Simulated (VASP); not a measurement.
# CuO (Cc) in VASP: further runs, part 2 of 3

VASP 6.6.1. The steps go on from the part before.

### Step 3. Single point, BLYP

This run uses another cell than the first one, of 9.96 Å³/atom.

The input, INCAR:

```
SYSTEM = CuO
PREC     = Accurate       ! precision mode
ENCUT    = 820            ! plane-wave cutoff, eV
EDIFF    = 1E-6           ! SCF threshold, eV
ISMEAR   = -1             ! smearing method
SIGMA    = 0.05           ! smearing width, eV
LREAL    = .False.        ! projectors in reciprocal space
LASPH    = .True.         ! aspherical terms in the spheres
NELM     = 120            ! most SCF steps
ALGO     = Normal         ! electronic algorithm
ISIF     = 2              ! what is computed and relaxed
LWAVE    = .False.        ! write WAVECAR
LCHARG   = .False.        ! write CHGCAR
GGA      = B5             ! functional
ALDAX    = 1.0          
AGGAX    = 1.0          
AGGAC    = 1.0          
ALDAC    = 0.0          
NBANDS   = 33             ! bands
GGA_COMPAT= .False.
```

The input, KPOINTS:

```
regular mesh
0
Gamma
  10 10 5
  0 0 0
```

The input, POSCAR:

```
CuO
1.0
    2.3289133814     -1.7019001459      0.0000000000
    2.3289133814      1.7019001459      0.0000000000
   -0.8547742332      0.0000000000      5.0254824872
Cu O
2 2
Direct
    0.0032000000      0.4968000000      0.0000000000
    0.4968000000      0.0032000000      0.5000000000
    0.5714000000      0.4056000000      0.2537000000
    0.4056000000      0.5714000000      0.7537000000
```

Potentials or basis: VASP PAW PBE potentials, release 64 (Cu_sv_GW, O).

On the command line:

```sh
cat potpaw_PBE.64/Cu_sv_GW/POTCAR potpaw_PBE.64/O/POTCAR > POTCAR
mpirun -np 1 vasp_std > vasp.out
```

OUTCAR:

```text
SYSTEM = CuO
   PREC = Accurate
   ENCUT = 820
   EDIFF = 1E-6
   ISMEAR = -1
   LREAL = .False.
   LASPH = .True.
   NELM = 120
   ISIF = 2
   GGA = B5

 ion  position               nearest neighbor table
   1  0.003  0.497  0.000-   4 1.89   3 1.92   4 1.96   3 2.01
   2  0.497  0.003  0.500-   3 1.89   4 1.92   3 1.96   4 2.01
   3  0.571  0.406  0.254-   2 1.89   1 1.92   2 1.96   1 2.01
   4  0.406  0.571  0.754-   1 1.89   2 1.92   1 1.96   2 2.01

  LATTYP: Found a base centered monoclinic cell.
 ALAT       =     4.6578267628
 B/A-ratio  =     0.7307700490
 C/A-ratio  =     1.0944283419
 COS(beta)  =    -0.1676798045

  Lattice vectors:

 A1 = (   2.3289133814,  -1.7019001459,   0.0000000000)
 A2 = (   2.3289133814,   1.7019001459,   0.0000000000)
 A3 = (  -0.8547742332,   0.0000000000,   5.0254824872)

Analysis of symmetry for initial positions (statically):
=====================================================================
 Subroutine PRICEL returns:
 Original cell was already a primitive cell.

 Routine SETGRP: Setting up the symmetry group for a
 base centered monoclinic supercell.

 Subroutine GETGRP returns: Found  2 space group operations
 (whereof  1 operations were pure point group operations)
 out of a pool of  4 trial point group operations.

The static configuration has the point symmetry C_1 .
 The point group associated with its full space group is C_1h.

Analysis of symmetry for dynamics (positions and initial velocities):
=====================================================================
 Subroutine PRICEL returns:
 Original cell was already a primitive cell.

 Routine SETGRP: Setting up the symmetry group for a
 base centered monoclinic supercell.

 Subroutine GETGRP returns: Found  2 space group operations
 (whereof  1 operations were pure point group operations)
 out of a pool of  4 trial point group operations.

The dynamic configuration has the point symmetry C_1 .
 The point group associated with its full space group is C_1h.

 Subroutine INISYM returns: Found  2 space group operations
 (whereof  1 operations are pure point group operations),
 and found     1 'primitive' translations

----------------------------------------------------------------------------------------

                                     Primitive cell

  volume of cell :      39.8378

  direct lattice vectors                    reciprocal lattice vectors
     2.328913381 -1.701900146  0.000000000     0.214692399 -0.293789269  0.036516599
     2.328913381  1.701900146  0.000000000     0.214692399  0.293789269  0.036516599
    -0.854774233  0.000000000  5.025482487     0.000000000  0.000000000  0.198985869

  length of vectors
     2.884493308  2.884493308  5.097657621     0.365702642  0.365702642  0.198985869

  position of ions in fractional coordinates (direct lattice)
     0.003200000  0.496800000  0.000000000
     0.496800000  0.003200000  0.500000000
     0.571400000  0.405600000  0.253700000
     0.405600000  0.571400000  0.753700000

  ion indices of the primitive-cell ions
   primitive index   ion index
                 1           1
                 2           2
                 3           3
                 4           4

[... 21 lines left out ...]
 Subroutine IBZKPT returns following result:
 ===========================================

 Found    141 irreducible k-points:

 Following reciprocal coordinates:
            Coordinates               Weight
  0.000000  0.000000  0.000000      1.000000
  0.100000  0.000000 -0.000000      4.000000
  0.200000  0.000000 -0.000000      4.000000
  0.300000  0.000000 -0.000000      4.000000
  0.400000 -0.000000  0.000000      4.000000
  0.500000 -0.000000  0.000000      2.000000
[... 16 lines left out ...]
  0.300000  0.300000 -0.000000      2.000000
  0.400000  0.300000 -0.000000      4.000000
 [... further k-points ...]
   k-points           NKPTS =    141   k-points in BZ     NKDIM =    141   number of bands    NBANDS=     33
   number of dos      NEDOS =    301   number of ions     NIONS =      4
   total plane-waves  NPLWV =  37632
   dimension x,y,z NGX =    28 NGY =   28 NGZ =   48
   dimension x,y,z NGXF=    56 NGYF=   56 NGZF=   96
   ions per type =               2   2
   NGX,Y,Z   is equivalent  to a cutoff of  16.14, 16.14, 15.65 a.u.
   NGXF,Y,Z  is equivalent  to a cutoff of  32.28, 32.28, 31.31 a.u.
 SYSTEM =  CuO
   PREC   = accura    normal or accurate (medium, high low for compatibility)
   ISTART =      0    job   : 0-new  1-cont  2-samecut
   ICHARG =      2    charge: 1-file 2-atom 10-const
   ISPIN  =      1    spin polarized calculation?
   LNONCOLLINEAR =      F non collinear calculations
   LSORBIT =      F    spin-orbit coupling
   LASPH  =      T    aspherical Exc in radial PAW
   ENCUT  =  820.0 eV  60.27 Ry    7.76 a.u.   6.73  6.73 11.90*2*pi/ulx,y,z
   NELM   =    120;   NELMIN=  2; NELMDL= -5     # of ELM steps
   EDIFF  = 0.1E-05   stopping-criterion for ELM
   LREAL  =      F    real-space projection
   EDIFFG = 0.1E-04   stopping-criterion for IOM
   NSW    =      0    number of steps for IOM
   IBRION =     -1    ionic relax: 0-MD 1-quasi-New 2-CG
   NFREE  =      0    steps in history (QN), initial steepest desc. (CG)
   ISIF   =      2    stress and relaxation
   ISYM   =      2    0-nonsym 1-usesym 2-fastsym
   POTIM  = 0.5000    time-step for ionic-motion
   TEBEG  =    0.0;   TEEND  =   0.0 temperature during run
   PSTRESS=    0.0 pullay stress
   NELECT =      50.0000    total number of electrons
   NUPDOWN=      -1.0000    fix difference up-down
   EMIN   =  10.00;   EMAX   =-10.00  energy-range for DOS
   EFERMI =   0.00;   METHOD = LEGACY
   ISMEAR =    -1;   SIGMA  =   0.05  broadening in eV -4-tet -1-fermi 0-gaus
   EFERMI_NEDOS =   21; number of points for ismear=-14 and -15
   IALGO  =     38    algorithm
   IMIX   =      4    mixing-type and parameters
     AMIX     =   0.40;   BMIX     =  1.00
     AMIX_MAG =   1.60;   BMIX_MAG =  1.00
  volume/ion in A,a.u.               =       9.96        67.21
  Fermi-wavevector in a.u.,A,eV,Ry     =   1.765901  3.337070 42.428512  3.118408
  Thomas-Fermi vector in A             =   2.833591
   LORBIT       =      0    0 simple, 1 ext, 2 COOP (PROOUT), +10 PAW based schemes
   GGA     = B5    functional components
   LHFCALC =     F    Hartree Fock is set to
   AEXX    =    0.0000 exact exchange contribution
   IVDW    =     0    specifies the selected vdW correction
   LEPSILON=     F    determine dielectric tensor
   LRPA    =     F    only Hartree local field effects (RPA)
 non-spin polarized calculation
  energy-cutoff  :      820.00
  volume of cell :       39.84
 maximum number of plane-waves:      2144
   NGX = 13   NGY = 13   NGZ = 23

 number of electron      49.9999996 magnetization

 Free energy of the ion-electron system (eV)
  ---------------------------------------------------
  ext. energy  EPLUGINS =         0.00000000
  ---------------------------------------------------
  free energy    TOTEN  =       -17.94759800 eV

  energy without entropy =      -17.92879396  energy(sigma->0) =      -17.93819598

 E-fermi :   6.3204     XC(G=0): -11.8767

 val. band max:        6.3105888397   @ k =  -0.2000   0.3000   0.4000
 cond. band min:       6.3247738215   @ k =  -0.4000   0.2000   0.4000
 fundamental gap:      0.0141849818
 Fermi energy:         6.3203963458

 k-point     1 :       0.0000    0.0000    0.0000
  band No.  band energies     occupation
      1    -105.8720      2.00000
      2    -105.8715      2.00000
      3     -63.6845      2.00000
      4     -63.6842      2.00000
      5     -63.6611      2.00000
      6     -63.6507      2.00000
[... 853 lines left out ...]
     32      19.9503      0.00000
     33      21.1314      0.00000

 [... further k-points ...]

------------------------ aborting loop because EDIFF is reached ----------------------------------------

  FORCE on cell =-STRESS in cart. coord.  units (eV):
  Direction    XX          YY          ZZ          XY          YZ          ZX
  --------------------------------------------------------------------------------------
  -------------------------------------------------------------------------------------
  Total        4.0292190      3.8914808      4.2022319      0.0000000      0.0000000     -0.6352458
  in kB      162.0452417    156.5057530    169.0033931      0.0000000      0.0000000    -25.5480169
  external PRESSURE =     162.5181293 kB  Pullay stress =       0.0000000 kB

 VOLUME and BASIS-vectors are now :
 -----------------------------------------------------------------------------
  energy-cutoff  :      820.00
  volume of cell :       39.84
      direct lattice vectors                 reciprocal lattice vectors
     2.328913381 -1.701900146  0.000000000     0.214692399 -0.293789269  0.036516599
     2.328913381  1.701900146  0.000000000     0.214692399  0.293789269  0.036516599
    -0.854774233  0.000000000  5.025482487     0.000000000  0.000000000  0.198985869

 POSITION                                       TOTAL-FORCE (eV/Angst)
 -----------------------------------------------------------------------------------
      1.16446      0.84006      0.00000        -0.718594      0.413953      0.284317
      0.73707     -0.84006      2.51274        -0.718594     -0.413953      0.284317
      2.05849     -0.28218      1.27496         0.718594      0.177096     -0.284317
      1.63111      0.28218      3.78771         0.718594     -0.177096     -0.284317
 -----------------------------------------------------------------------------------
    total drift:                               -0.002205      0.000000      0.000132

  FREE ENERGIE OF THE ION-ELECTRON SYSTEM (eV)
  ---------------------------------------------------
  free  energy   TOTEN  =       -17.9475980005 eV

  energy  without entropy=      -17.9287939582  energy(sigma->0) =      -17.93819598
```

It took 3 min on 1 thread of Intel Xeon 6975P-C (Granite Rapids), shared host; peak memory 0.44 GiB.

Results:

```yaml
Free_energy: -17.9476 eV
Pressure: 16.3 GPa
Largest_force: 0.877 eV/Å
Band_gap_on_the_k_mesh: zero (bands 25 and 26 overlap by 0.59 eV)
```

Forces in eV/Å, atoms in the order of the input:
```
Cu  -0.719  0.414  0.284
Cu  -0.719 -0.414  0.284
O    0.719  0.177 -0.284
O    0.719 -0.177 -0.284
```

Stress tensor (GPa, compression positive):
```
16.20  0.00 -2.55
 0.00 15.65  0.00
-2.55  0.00 16.90
```

Caveat: the cell stands under pressure; the PAW data sets were made with another functional, which shifts forces and pressure a little; semilocal functionals often make such compounds metallic where correlation or magnetic order opens a gap, which also shifts bond lengths.

### Step 4. Single point, PBE

The input, INCAR:

```
SYSTEM = CuO
ALGO = Normal
EDIFF = 1E-6
ENCUT = 520
GGA = PE
ISIF = 2
ISMEAR = -1
LASPH = .TRUE.
LCHARG = .FALSE.
LREAL = .FALSE.
LWAVE = .FALSE.
NBANDS = 25
NELM = 60
PREC = Accurate
SIGMA = 0.05
```

The input, KPOINTS:

```
k-points
0
G
  3 3 2
  0 0 0
```

The input, POSCAR:

```
CuO
1.0
    2.3446497600     -1.7133998200      0.0000000000
    2.3446497600      1.7133998200      0.0000000000
   -0.8605499100      0.0000000000      5.0594394800
Cu O
2 2
Direct
    0.0032000000      0.4968000000      0.0000000000
    0.4968000000      0.0032000000      0.5000000000
    0.5714000000      0.4056000000      0.2537000000
    0.4056000000      0.5714000000      0.7537000000
```

Potentials or basis: VASP PAW PBE potentials, release 64 (Cu, O).

On the command line:

```sh
cat potpaw_PBE.64/Cu/POTCAR potpaw_PBE.64/O/POTCAR > POTCAR
mpirun -np 1 vasp_std > vasp.out
```

OUTCAR:

```text
SYSTEM = CuO
   EDIFF = 1E-6
   ENCUT = 520
   GGA = PE
   ISIF = 2
   ISMEAR = -1
   LASPH = .TRUE.
   LREAL = .FALSE.
   NELM = 60
   PREC = Accurate

 ion  position               nearest neighbor table
   1  0.003  0.497  0.000-   4 1.91   3 1.93   4 1.98   3 2.02
   2  0.497  0.003  0.500-   3 1.91   4 1.93   3 1.98   4 2.02
   3  0.571  0.406  0.254-   2 1.91   1 1.93   2 1.98   1 2.02
   4  0.406  0.571  0.754-   1 1.91   2 1.93   1 1.98   2 2.02

  LATTYP: Found a base centered monoclinic cell.
 ALAT       =     4.6892995200
 B/A-ratio  =     0.7307700490
 C/A-ratio  =     1.0944283419
 COS(beta)  =    -0.1676798045

  Lattice vectors:

 A1 = (   2.3446497600,  -1.7133998200,   0.0000000000)
 A2 = (   2.3446497600,   1.7133998200,   0.0000000000)
 A3 = (  -0.8605499100,   0.0000000000,   5.0594394800)

Analysis of symmetry for initial positions (statically):
=====================================================================
 Subroutine PRICEL returns:
 Original cell was already a primitive cell.

 Routine SETGRP: Setting up the symmetry group for a
 base centered monoclinic supercell.

 Subroutine GETGRP returns: Found  2 space group operations
 (whereof  1 operations were pure point group operations)
 out of a pool of  4 trial point group operations.

The static configuration has the point symmetry C_1 .
 The point group associated with its full space group is C_1h.

Analysis of symmetry for dynamics (positions and initial velocities):
=====================================================================
 Subroutine PRICEL returns:
 Original cell was already a primitive cell.

 Routine SETGRP: Setting up the symmetry group for a
 base centered monoclinic supercell.

 Subroutine GETGRP returns: Found  2 space group operations
 (whereof  1 operations were pure point group operations)
 out of a pool of  4 trial point group operations.

The dynamic configuration has the point symmetry C_1 .
[... 103 lines left out ...]
   EFERMI_NEDOS =   21; number of points for ismear=-14 and -15
   IALGO  =     38    algorithm
   IMIX   =      4    mixing-type and parameters
     AMIX     =   0.40;   BMIX     =  1.00
     AMIX_MAG =   1.60;   BMIX_MAG =  1.00
  volume/ion in A,a.u.               =      10.16        68.58
  Fermi-wavevector in a.u.,A,eV,Ry     =   1.542451  2.914810 32.370379  2.379156
  Thomas-Fermi vector in A             =   2.648254
   LORBIT       =      0    0 simple, 1 ext, 2 COOP (PROOUT), +10 PAW based schemes
   GGA     = PE    functional components
   LHFCALC =     F    Hartree Fock is set to
   AEXX    =    0.0000 exact exchange contribution
   IVDW    =     0    specifies the selected vdW correction
   LEPSILON=     F    determine dielectric tensor
   LRPA    =     F    only Hartree local field effects (RPA)
 non-spin polarized calculation
  energy-cutoff  :      520.00
  volume of cell :       40.65
 maximum number of plane-waves:      1129
 NGX is ok and might be reduce to    24
   NGX = 11   NGY = 11   NGZ = 19

 number of electron      33.9999999 magnetization

 Free energy of the ion-electron system (eV)
  ---------------------------------------------------
  ext. energy  EPLUGINS =         0.00000000
  ---------------------------------------------------
  free energy    TOTEN  =       -19.56072754 eV

  energy without entropy =      -19.53828071  energy(sigma->0) =      -19.54950412

 E-fermi :   5.6604     XC(G=0): -11.9009

 val. band max:        5.6337410881   @ k =   0.3333   0.3333   0.5000
 cond. band min:       5.8831653630   @ k =   0.0000   0.0000   0.0000
 fundamental gap:      0.2494242749
 Fermi energy:         5.6604359471

 k-point     1 :       0.0000    0.0000    0.0000
  band No.  band energies     occupation
      1     -14.2484      2.00000
      2     -12.9409      2.00000
      3      -2.4238      2.00000
      4       0.1402      2.00000
      5       0.4998      2.00000
      6       2.3228      2.00000
[... 213 lines left out ...]
     24      17.8786      0.00000
     25      20.5065      0.00000

------------------------ aborting loop because EDIFF is reached ----------------------------------------

  FORCE on cell =-STRESS in cart. coord.  units (eV):
  Direction    XX          YY          ZZ          XY          YZ          ZX
  --------------------------------------------------------------------------------------
  -------------------------------------------------------------------------------------
  Total        1.5543969      1.9992124      1.1091577      0.0000000      0.0000000     -0.2122202
  in kB       61.2637261     78.7953194     43.7154350      0.0000000      0.0000000     -8.3642750
  external PRESSURE =      61.2581602 kB  Pullay stress =       0.0000000 kB

 VOLUME and BASIS-vectors are now :
 -----------------------------------------------------------------------------
  energy-cutoff  :      520.00
  volume of cell :       40.65
      direct lattice vectors                 reciprocal lattice vectors
     2.344649760 -1.713399820  0.000000000     0.213251467 -0.291817470  0.036271514
     2.344649760  1.713399820  0.000000000     0.213251467  0.291817470  0.036271514
    -0.860549910  0.000000000  5.059439480     0.000000000  0.000000000  0.197650353

 POSITION                                       TOTAL-FORCE (eV/Angst)
 -----------------------------------------------------------------------------------
      1.17232      0.84573      0.00000        -0.684980      0.394719      0.224944
      0.74205     -0.84573      2.52972        -0.684980     -0.394719      0.224944
      2.07240     -0.28408      1.28358         0.684980      0.414878     -0.224944
      1.64213      0.28408      3.81330         0.684980     -0.414878     -0.224944
 -----------------------------------------------------------------------------------
    total drift:                                0.000148      0.000000     -0.000422

  FREE ENERGIE OF THE ION-ELECTRON SYSTEM (eV)
  ---------------------------------------------------
  free  energy   TOTEN  =       -19.5607275361 eV

  energy  without entropy=      -19.5382807059  energy(sigma->0) =      -19.54950412
```

stdout:

```text
POSCAR found type information on POSCAR CuO
 POSCAR found :  2 types and       4 ions
 scaLAPACK will be used
 LDA part: xc-table for (Slater+PW92), standard interpolation
 POSCAR, INCAR and KPOINTS ok, starting setup
 FFT: planning ... GRIDC
 FFT: planning ... GRID_SOFT
 FFT: planning ... GRID
 WAVECAR not read
 entering main loop
```

Wall time 7.6 s (1 thread of AMD EPYC 9R45 (Zen 5), shared host); peak memory 0.12 GiB.

What came out:

| Property | Result |
| --- | --- |
| Free energy | -19.5607 eV |
| Pressure | 6.1 GPa |
| Largest force | 0.832 eV/Å |
| Band gap on the k mesh | zero (bands 17 and 18 overlap by 0.55 eV) |

Forces on the atoms (eV/Å):
```
Cu  -0.685  0.395  0.225
Cu  -0.685 -0.395  0.225
O    0.685  0.415 -0.225
O    0.685 -0.415 -0.225
```

Caveat: the k points lie up to 0.76 Å⁻¹ apart, too coarse for converged energies and pressures of a metal; semilocal functionals often make such compounds metallic where correlation or magnetic order opens a gap, which also shifts bond lengths. With open d or f shells a metallic result of PBE can be an artefact of self-interaction; +U or a hybrid may open a gap.

(Continued in part 3 of 3.)

The gap in the log of VASP goes by the Fermi energy; the results here count the filled bands.